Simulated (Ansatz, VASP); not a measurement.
**TiSi16 in VASP and in Ansatz**

```
Si Ti
1.0
     0.00000    5.43000    5.43000
     5.43000    0.00000    5.43000
     5.43000    5.43000    0.00000
Si Ti
16 1
Cartesian
  0.0359 0.0389 0.0720
  1.4107 1.4135 1.3807
  2.7508 2.7535 0.0376
  4.0911 4.0941 1.3781
  2.7198 0.0419 2.7560
  4.0656 1.4413 4.1553
  5.4660 2.7879 2.7528
  6.8407 4.0966 4.1275
  0.0392 2.7227 2.7560
  1.4385 4.0688 4.1553
  2.7852 5.4690 2.7528
  4.0939 6.8435 4.1275
  2.7549 2.7579 5.4716
  4.0691 4.0717 6.7857
  5.4693 5.4720 5.4367
  6.8686 6.8714 6.7825
  5.4687 5.4717 8.1855
```

Alike in both runs: functional PBEsol; k mesh 2 × 2 × 2; occupations gaussian, width 0.05 eV; no spin polarisation.

Ansatz relaxed the structure, and its values are those at the end. VASP's run is a single point on that final structure, the one shown.

|  | VASP | Ansatz |
| --- | --- | --- |
| version | VASP 6.6.1 | Ansatz 0.2.0 |
| potentials or method | VASP PAW PBE potentials, release 64 (Si, Ti_sv), cutoff 520 eV | scalar-relativistic, plane waves, PAW |
| valence electrons in the cell | 76 | 76 |

VASP gave:

```
rms of the force components (eV/Å) : 0.004
```

**Question.** Which values does Ansatz return?

**Answer.** rms of the force components (eV/Å): 0.003.

VASP's potentials were made for PBE, not for PBEsol, and Ansatz warns of the same on its side. The functional is the same, so the differences come from potentials, cutoffs and numerics.

The k mesh is coarse, so the values compare programs but aren't converged.
